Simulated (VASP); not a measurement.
# SrCa3 (Pm-3m) in VASP: relaxation of volume and atoms at fixed shape with LDA

Aim: the relaxation of volume and atoms at fixed shape of SrCa3 with LDA.

Program: VASP 6.6.1. These are calculated values, not measurements. Logs are shortened: lines on timing, memory, paths and dates and some standing lists are left out, and cuts for length are marked.

### Step 1. The cell of the first run

It takes space group Pm-3m (No. 221, cubic). Conventional cell: a = 5.717 Å, b = 5.717 Å, c = 5.717 Å, α = 90.00°, β = 90.00°, γ = 90.00°. Within 5.3 Å of Sr (site symmetry m-3m) lie 12 Ca at 4.04 Å. Within 5.3 Å of Ca (site symmetry 4/mmm) lie 4 Sr at 4.04 Å and 8 Ca at 4.04 Å.

### Step 2. Relaxation of volume and atoms at fixed shape, LDA

The input, INCAR:

```
SYSTEM = SrCa3
PREC = Accurate ; ENCUT = 600
EDIFF = 1E-6 ; ISMEAR = 0
SIGMA = 0.1 ; LREAL = .False.
LASPH = .True. ; NELM = 60
ALGO = Normal ; ISIF = 8
LWAVE = .False. ; LCHARG = .False.
IBRION = 2 ; NSW = 80
EDIFFG = -0.01
```

The input, KPOINTS:

```
Automatic mesh
0
Gamma
  4 4 4
  0 0 0
```

The input, POSCAR:

```
SrCa3
1.0
    5.7167657700      0.0000000000      0.0000000000
    0.0000000000      5.7167657700      0.0000000000
    0.0000000000      0.0000000000      5.7167657700
Sr Ca
1 3
Direct
    0.0000000000      0.0000000000      0.0000000000
    0.0000000000      0.5000000000      0.5000000000
    0.5000000000      0.0000000000      0.5000000000
    0.5000000000      0.5000000000      0.0000000000
```

Potentials or basis: VASP PAW LDA potentials, release 64 (Sr_sv, Ca_sv).

Command:

```sh
$ cat potpaw_LDA.64/Sr_sv/POTCAR potpaw_LDA.64/Ca_sv/POTCAR > POTCAR
$ mpirun -np 1 vasp_std > vasp.out
```

OUTCAR:

```text
SYSTEM = SrCa3
   PREC = Accurate
   ENCUT = 600
   EDIFF = 1E-6
   ISMEAR = 0
   LREAL = .False.
   LASPH = .True.
   NELM = 60
   ISIF = 8
   IBRION = 2
   NSW = 80
   EDIFFG = -0.01

 ion  position               nearest neighbor table
   1  0.000  0.000  0.000-   2 4.04   3 4.04   4 4.04   2 4.04   3 4.04   2 4.04   4 4.04   2 4.04
                             3 4.04   4 4.04   3 4.04   4 4.04
   2  0.000  0.500  0.500-   1 4.04   1 4.04   1 4.04   1 4.04
   3  0.500  0.000  0.500-   1 4.04   1 4.04   1 4.04   1 4.04
   4  0.500  0.500  0.000-   1 4.04   1 4.04   1 4.04   1 4.04

  LATTYP: Found a simple cubic cell.
 ALAT       =     5.7167657700

  Lattice vectors:

 A1 = (   5.7167657700,   0.0000000000,   0.0000000000)
 A2 = (   0.0000000000,   5.7167657700,   0.0000000000)
 A3 = (   0.0000000000,   0.0000000000,   5.7167657700)

Analysis of symmetry for initial positions (statically):
=====================================================================
 Subroutine PRICEL returns:
 Original cell was already a primitive cell.

 Routine SETGRP: Setting up the symmetry group for a
 simple cubic supercell.

 Subroutine GETGRP returns: Found 48 space group operations
 (whereof 48 operations were pure point group operations)
 out of a pool of 48 trial point group operations.

The static configuration has the point symmetry O_h .

Analysis of symmetry for dynamics (positions and initial velocities):
=====================================================================
 Subroutine PRICEL returns:
 Original cell was already a primitive cell.

 Routine SETGRP: Setting up the symmetry group for a
 simple cubic supercell.

 Subroutine GETGRP returns: Found 48 space group operations
 (whereof 48 operations were pure point group operations)
 out of a pool of 48 trial point group operations.

The dynamic configuration has the point symmetry O_h .

 Subroutine INISYM returns: Found 48 space group operations
 (whereof 48 operations are pure point group operations),
 and found     1 'primitive' translations

----------------------------------------------------------------------------------------

                                     Primitive cell

  volume of cell :     186.8320

  direct lattice vectors                    reciprocal lattice vectors
     5.716765770  0.000000000  0.000000000     0.174924081  0.000000000  0.000000000
     0.000000000  5.716765770  0.000000000     0.000000000  0.174924081  0.000000000
     0.000000000  0.000000000  5.716765770     0.000000000  0.000000000  0.174924081

  length of vectors
     5.716765770  5.716765770  5.716765770     0.174924081  0.174924081  0.174924081

[... 62 lines left out ...]
   ICHARG =      2    charge: 1-file 2-atom 10-const
   ISPIN  =      1    spin polarized calculation?
   LNONCOLLINEAR =      F non collinear calculations
   LSORBIT =      F    spin-orbit coupling
   LASPH  =      T    aspherical Exc in radial PAW
   ENCUT  =  600.0 eV  44.10 Ry    6.64 a.u.  11.42 11.42 11.42*2*pi/ulx,y,z
   NELM   =     60;   NELMIN=  2; NELMDL= -5     # of ELM steps
   EDIFF  = 0.1E-05   stopping-criterion for ELM
   LREAL  =      F    real-space projection
   EDIFFG = -.1E-01   stopping-criterion for IOM
   NSW    =     80    number of steps for IOM
   IBRION =      2    ionic relax: 0-MD 1-quasi-New 2-CG
   NFREE  =      1    steps in history (QN), initial steepest desc. (CG)
   ISIF   =      8    stress and relaxation
   ISYM   =      2    0-nonsym 1-usesym 2-fastsym
   POTIM  = 0.5000    time-step for ionic-motion
   TEBEG  =    0.0;   TEEND  =   0.0 temperature during run
   PSTRESS=    0.0 pullay stress
   NELECT =      40.0000    total number of electrons
   NUPDOWN=      -1.0000    fix difference up-down
   EMIN   =  10.00;   EMAX   =-10.00  energy-range for DOS
   EFERMI =   0.00;   METHOD = LEGACY
   ISMEAR =     0;   SIGMA  =   0.10  broadening in eV -4-tet -1-fermi 0-gaus
   EFERMI_NEDOS =   21; number of points for ismear=-14 and -15
   IALGO  =     38    algorithm
   IMIX   =      4    mixing-type and parameters
     AMIX     =   0.40;   BMIX     =  1.00
     AMIX_MAG =   1.60;   BMIX_MAG =  1.00
  volume/ion in A,a.u.               =      46.71       315.20
  Fermi-wavevector in a.u.,A,eV,Ry     =   0.979365  1.850731 13.050098  0.959155
  Thomas-Fermi vector in A             =   2.110212
   LORBIT       =      0    0 simple, 1 ext, 2 COOP (PROOUT), +10 PAW based schemes
   GGA     = CA    functional components
   LHFCALC =     F    Hartree Fock is set to
   AEXX    =    0.0000 exact exchange contribution
   IVDW    =     0    specifies the selected vdW correction
   LEPSILON=     F    determine dielectric tensor
   LRPA    =     F    only Hartree local field effects (RPA)
 conjugate gradient relaxation of ions
 non-spin polarized calculation
 Gauss-broadening in eV      SIGMA  =   0.10
  energy-cutoff  :      600.00
  volume of cell :      186.83
 maximum number of plane-waves:      6302
 NGX is ok and might be reduce to    48
   NGX = 23   NGY = 23   NGZ = 23

--------------------------------------- Ionic step        1  -------------------------------------------

 number of electron      39.9999994 magnetization

 Free energy of the ion-electron system (eV)
  ---------------------------------------------------
  ext. energy  EPLUGINS =         0.00000000
  ---------------------------------------------------
  free energy    TOTEN  =        -8.33975850 eV

  energy without entropy =       -8.30346096  energy(sigma->0) =       -8.32160973

------------------------ aborting loop because EDIFF is reached ----------------------------------------

  FORCE on cell =-STRESS in cart. coord.  units (eV):
  Direction    XX          YY          ZZ          XY          YZ          ZX
  --------------------------------------------------------------------------------------
  -------------------------------------------------------------------------------------
  Total       -2.2260778     -2.2260778     -2.2260778      0.0000000      0.0000000      0.0000000
  in kB      -19.0897270    -19.0897270    -19.0897270      0.0000000      0.0000000      0.0000000
  external PRESSURE =     -19.0897270 kB  Pullay stress =       0.0000000 kB
[... 101 lines left out ...]
--------------------------------------- Ionic step        4  -------------------------------------------

 number of electron      39.9999994 magnetization

 Free energy of the ion-electron system (eV)
  ---------------------------------------------------
  ext. energy  EPLUGINS =         0.00000000
  ---------------------------------------------------
  free energy    TOTEN  =        -8.50124167 eV

  energy without entropy =       -8.47500585  energy(sigma->0) =       -8.48812376

 E-fermi :   2.0805     XC(G=0):  -8.2135

 val. band max:        2.0549972370   @ k =   0.5000   0.0000   0.0000
 cond. band min:       2.1283208617   @ k =   0.5000   0.2500   0.2500
 fundamental gap:      0.0733236246
 Fermi energy:         2.0805102325

 k-point     1 :       0.0000    0.0000    0.0000
  band No.  band energies     occupation
      1     -39.3359      2.00000
      2     -39.3181      2.00000
      3     -39.3181      2.00000
      4     -33.7533      2.00000
      5     -20.6817      2.00000
      6     -20.6817      2.00000
[... 290 lines left out ...]
  FREE ENERGIE OF THE ION-ELECTRON SYSTEM (eV)
  ---------------------------------------------------
  free  energy   TOTEN  =        -8.5012416652 eV

  energy  without entropy=       -8.4750058548  energy(sigma->0) =       -8.48812376

 reached required accuracy - stopping structural energy minimisation
```

CONTCAR:

```text
SrCa3
   1.00000000000000
     5.4540472023652873    0.0000000000000000    0.0000000000000000
     0.0000000000000000    5.4540472023652873    0.0000000000000000
     0.0000000000000000    0.0000000000000000    5.4540472023652873
  Sr              Ca
     1     3
Direct
     0.0000000000000000    0.0000000000000000    0.0000000000000000
     0.0000000000000000    0.5000000000000000    0.5000000000000000
     0.5000000000000000    0.0000000000000000    0.5000000000000000
     0.5000000000000000    0.5000000000000000    0.0000000000000000

  0.00000000E+00  0.00000000E+00  0.00000000E+00
  0.00000000E+00  0.00000000E+00  0.00000000E+00
  0.00000000E+00  0.00000000E+00  0.00000000E+00
  0.00000000E+00  0.00000000E+00  0.00000000E+00
```

Run time: 87 s. Hardware: 1 thread of Intel Xeon Platinum 8488C (Sapphire Rapids), shared host; peak memory 0.3 GiB.

What came out:

* Free energy: -8.5012 eV
* Relaxed volume: 40.56 Å³/atom
* Relaxed cell: a = 5.454 Å, b = 5.454 Å, c = 5.454 Å, α = 90.00°, β = 90.00°, γ = 90.00°
* Space group after relaxing (to 0.1 Å): Pm-3m (No. 221)
* Energy gained by relaxing: 40.4 meV/atom
* Ionic steps: 4
* Pressure after relaxing: 0.0 GPa
* Band gap on the k mesh: zero (bands 20 and 21 overlap by 0.33 eV)

Step by step:
| step | energy change (eV) | largest force (eV/Å) | pressure (GPa) | volume (Å³) |
| --- | --- | --- | --- | --- |
| 1 | 0.0000 | 0.0000 | -1.91 | 186.83 |
| 2 | -0.1319 | 0.0000 | -0.92 | 172.18 |
| 3 | -0.1612 | 0.0000 | -0.11 | 163.31 |
| 4 | -0.1615 | 0.0000 | 0.01 | 162.24 |

Final structure:
```yaml
crystal:
  lattice:
    - [5.45405, 0.00000, 0.00000]
    - [0.00000, 5.45405, 0.00000]
    - [0.00000, 0.00000, 5.45405]
  atoms:
    - { symbol: Sr, position: [0.00000, 0.00000, 0.00000] }
    - { symbol: Ca, position: [0.00000, 0.50000, 0.50000] }
    - { symbol: Ca, position: [0.50000, 0.00000, 0.50000] }
    - { symbol: Ca, position: [0.50000, 0.50000, 0.00000] }
```

Levels at points of the mesh, in eV from the Fermi level:
```
           k point  band 18  band 19  band 20  band 21  band 22  band 23
(0.00, 0.00, 0.00)    -0.73    -0.73    -0.44     0.39     0.39     0.39
(0.50, 0.00, 0.00)    -2.62    -0.03     0.23     0.59     0.59     0.86
(0.50, 0.50, 0.00)    -1.37    -1.37    -1.36     0.86     0.86     0.89
(0.50, 0.50, 0.50)    -1.20    -1.20    -0.82    -0.09     0.20     0.20
```
